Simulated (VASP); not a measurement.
# Al (Fm-3m) in VASP: a series of runs, part 2 of 2

VASP 6.6.1.

## Step 3: Single point, LDA

This run uses another cell than the first one, of 15.60 Å³/atom, 1.011 times its volume.

File INCAR:

```
  PREC = Accurate
  ENCUT = 520
  EDIFF = 1E-6
  ISMEAR = -1
  SIGMA = 0.05
  LREAL = F
  LASPH = T
  NELM = 60
  ALGO = Normal
  ISIF = 2
  LWAVE = F
  LCHARG = F
  GGA = CA
  NBANDS = 8
```

File KPOINTS:

```
Automatic mesh
0
Gamma
  24 24 24
```

File POSCAR:

```
Al
1.0
    0.0000000000      1.9832257416      1.9832257416
    1.9832257416      0.0000000000      1.9832257416
    1.9832257416      1.9832257416      0.0000000000
Al
1
Direct
    0.0000000000      0.0000000000      0.0000000000
```

Potentials or basis: VASP PAW LDA potentials, release 64 (Al).

Command:

```bash
$ cat potpaw_LDA.64/Al/POTCAR > POTCAR
$ mpirun -np 1 vasp_std > vasp.out
```

Wall time 12 s (1 thread of Intel Xeon 6975P-C (Granite Rapids), shared host); peak memory 0.15 GiB.

It converged, with:

```
Free energy : -4.1912 eV
Pressure    : 1.1 GPa
```

Levels at points of the mesh, in eV from the Fermi level:
```
           k point  band 1  band 2  band 3  band 4  band 5  band 6
(0.00, 0.00, 0.00)  -11.50   12.87   12.87   12.87   14.62   14.62
(0.50, 0.00, 0.00)   -4.79   -4.48   11.68   11.68   11.83   11.83
(0.50, 0.50, 0.00)   -3.05   -1.64    5.29    5.79    5.79    9.48
```

## Step 4: Single point, LDA

This run uses another cell than the first one, of 15.79 Å³/atom, 1.023 times its volume.

File INCAR:

```
SYSTEM = Al
PREC     = Accurate       ! precision mode
ENCUT    = 520            ! plane-wave cutoff, eV
EDIFF    = 1E-6           ! SCF threshold, eV
ISMEAR   = -1             ! smearing method
SIGMA    = 0.05           ! smearing width, eV
LREAL    = .FALSE.        ! projectors in reciprocal space
LASPH    = .TRUE.         ! aspherical terms in the spheres
NELM     = 100            ! most SCF steps
ALGO     = Normal         ! electronic algorithm
ISIF     = 2              ! what is computed and relaxed
LWAVE    = .FALSE.        ! write WAVECAR
LCHARG   = .TRUE.         ! write CHGCAR
LELF     = .TRUE.         ! ELF
LVHAR    = .TRUE.       
NBANDS   = 8              ! bands
```

File KPOINTS:

```
Automatic mesh
0
G
  24 24 24
  0 0 0
```

File POSCAR:

```
Al
1.0
    0.0000000000      1.9911919821      1.9911919821
    1.9911919821      0.0000000000      1.9911919821
    1.9911919821      1.9911919821      0.0000000000
Al
1
Direct
    0.0000000000      0.0000000000      0.0000000000
```

Command:

```bash
$ cat potpaw_LDA.64/Al/POTCAR > POTCAR
$ mpirun -np 1 vasp_std > vasp.out
```

It took 12 s on 1 thread of Intel Xeon 6975P-C (Granite Rapids), shared host; peak memory 0.15 GiB.

The run converged. Its results:

```yaml
Free_energy: -4.1919 eV
Pressure: 0.1 GPa
```

Levels at points of the mesh, in eV from the Fermi level:
```csv
k point,band 1,band 2,band 3,band 4,band 5,band 6
"(0.00, 0.00, 0.00)",-11.42,12.80,12.80,12.80,14.46,14.46
"(0.50, 0.00, 0.00)",-4.74,-4.47,11.63,11.63,11.70,11.70
"(0.50, 0.50, 0.00)",-3.02,-1.63,5.29,5.73,5.73,9.36
```

## Step 5: Relaxation of cell and atoms, LDA, target pressure 1 GPa, at which the enthalpy is minimised

This run uses another cell than the first one, of 15.79 Å³/atom, 1.023 times its volume.

File INCAR:

```
ALGO = Normal
EDIFF = 1E-6
EDIFFG = -0.002
ENCUT = 600
IBRION = 2
ISIF = 3
ISMEAR = -1
LASPH = True
LCHARG = False
LREAL = False
LWAVE = False
NELM = 100
NSW = 100
PREC = Accurate
PSTRESS = 10.0
SIGMA = 0.05
```

File KPOINTS:

```
k-points
0
Gamma
  24 24 24
```

POSCAR is that of step 4.

Command:

```bash
$ cat potpaw_LDA.64/Al/POTCAR > POTCAR
$ mpirun -np 1 vasp_std > vasp.out
```

It took 14 s on 1 thread of Intel Xeon 6975P-C (Granite Rapids), shared host; peak memory 0.15 GiB.

It converged, with:

- Free energy: -4.1914 eV
- Relaxed volume: 15.62 Å³/atom
- Relaxed cell: a = 2.806 Å, b = 2.806 Å, c = 2.806 Å, α = 60.00°, β = 60.00°, γ = 60.00°
- Space group after relaxing (to 0.05 Å): Fm-3m (No. 225)
- Energy change on relaxing (the enthalpy is what falls): +0.6 meV/atom
- Ionic steps: 3
- Pressure after relaxing: 1.0 GPa

Step by step:
```tsv
step	energy change (eV)	largest force (eV/Å)	pressure (GPa)	volume (Å³)
1	0.0000	0.0000	0.07	15.79
2	0.0008	0.0000	1.22	15.58
3	0.0006	0.0000	1.00	15.62
```

Final structure:
```cif
data_structure
_symmetry_space_group_name_H-M 'P 1'
_symmetry_Int_Tables_number 1
_cell_length_a 2.8059
_cell_length_b 2.8059
_cell_length_c 2.8059
_cell_angle_alpha 60.000
_cell_angle_beta 60.000
_cell_angle_gamma 60.000
_cell_volume 15.62
loop_
_atom_site_label
_atom_site_type_symbol
_atom_site_fract_x
_atom_site_fract_y
_atom_site_fract_z
_atom_site_occupancy
Al1 Al 0.00000 0.00000 0.00000 1
```

Levels at points of the mesh, in eV from the Fermi level:
```
           k point  band 1  band 2  band 3  band 4  band 5
(0.00, 0.00, 0.00)  -11.50   12.86   12.86   12.86   14.61
(0.50, 0.00, 0.00)   -4.78   -4.48   11.67   11.67   11.81
(0.50, 0.50, 0.00)   -3.04   -1.64    5.29    5.78    5.78
```

Caveat: the cell is relaxed towards a set pressure, so the enthalpy falls and the energy may rise.

## Step 6: Relaxation of cell and atoms, LDA, target pressure 2 GPa, at which the enthalpy is minimised

This run uses another cell than the first one, of 15.79 Å³/atom, 1.023 times its volume.

File INCAR:

```
SYSTEM = Al
ALGO     = Normal         ! electronic algorithm
EDIFF    = 1E-6           ! SCF threshold, eV
EDIFFG   = -0.002         ! ionic threshold
ENCUT    = 600            ! plane-wave cutoff, eV
IBRION   = 2              ! ionic algorithm
ISIF     = 3              ! what is computed and relaxed
ISMEAR   = -1             ! smearing method
LASPH    = .TRUE.         ! aspherical terms in the spheres
LCHARG   = .FALSE.        ! write CHGCAR
LREAL    = .FALSE.        ! projectors in reciprocal space
LWAVE    = .FALSE.        ! write WAVECAR
NELM     = 80             ! most SCF steps
NSW      = 100            ! ionic steps
PREC     = Accurate       ! precision mode
PSTRESS  = 20.0         
SIGMA    = 0.05           ! smearing width, eV
```

File KPOINTS:

```
k-points
0
G
  24 24 24
  0 0 0
```

POSCAR is that of step 5.

Potentials or basis: VASP PAW LDA potentials, release 64 (Al).

Command:

```bash
$ cat potpaw_LDA.64/Al/POTCAR > POTCAR
$ mpirun -np 1 vasp_std > vasp.out
```

It took 14 s on 1 thread of Intel Xeon 6975P-C (Granite Rapids), shared host; peak memory 0.15 GiB.

The run converged. Its results:

```yaml
Free_energy: -4.1898 eV
Relaxed_volume: 15.45 Å³/atom
Relaxed_cell: a = 2.796 Å, b = 2.796 Å, c = 2.796 Å, α = 60.00°, β = 60.00°, γ = 60.00°
Space_group_after_relaxing_to_0.05_Å: Fm-3m (No. 225)
Energy_change_on_relaxing_the_enthalpy_is_what_falls: +2.2 meV/atom
Ionic_steps: 3
Pressure_after_relaxing: 2.0 GPa
```

The path:
| step | energy change (eV) | largest force (eV/Å) | pressure (GPa) | volume (Å³) |
| --- | --- | --- | --- | --- |
| 1 | 0.0000 | 0.0000 | 0.07 | 15.79 |
| 2 | 0.0034 | 0.0000 | 2.54 | 15.36 |
| 3 | 0.0022 | 0.0000 | 2.00 | 15.45 |

Final structure:
```
CELL_PARAMETERS angstrom
0.00000 1.97674 1.97674
1.97674 0.00000 1.97674
1.97674 1.97674 0.00000
ATOMIC_POSITIONS crystal
Al 0.00000 0.00000 0.00000
```

Levels at points of the mesh, in eV from the Fermi level:
```tsv
k point	band 1	band 2	band 3	band 4	band 5
(0.00, 0.00, 0.00)	-11.58	12.92	12.92	12.92	14.76
(0.50, 0.00, 0.00)	-4.83	-4.50	11.72	11.72	11.94
(0.50, 0.50, 0.00)	-3.07	-1.64	5.29	5.83	5.83
```

Caveat: the cell is relaxed towards a set pressure, so the enthalpy falls and the energy may rise. Zero-point motion and thermal expansion aren't in these numbers.

## Step 7: Summary

```tsv
task	cell	cutoff (eV)	gap on the mesh (eV)	pressure (GPa)
single point	a = 2.795 Å, angles 60.0°, 1 atom	520	none	2.1
single point	a = 2.805 Å, angles 60.0°, 1 atom	520	none	1.1
single point	a = 2.816 Å, angles 60.0°, 1 atom	520	none	0.1
relaxation of cell and atoms	relaxed to 1 GPa from a = 2.816 Å, angles 60.0°, 1 atom	600	none	1.0
relaxation of cell and atoms	relaxed to 2 GPa from a = 2.816 Å, angles 60.0°, 1 atom	600	none	2.0
```

Alike in all rows: level LDA; potentials or basis VASP PAW LDA potentials, release 64 (Al); no spin polarisation; k mesh 24 × 24 × 24; smearing fermi-dirac 0.05 eV.

Caveats: the cell is relaxed towards a set pressure, so the enthalpy falls and the energy may rise (some runs).

Total energies depend on the potentials used, so only differences within one code and one set of settings carry meaning.
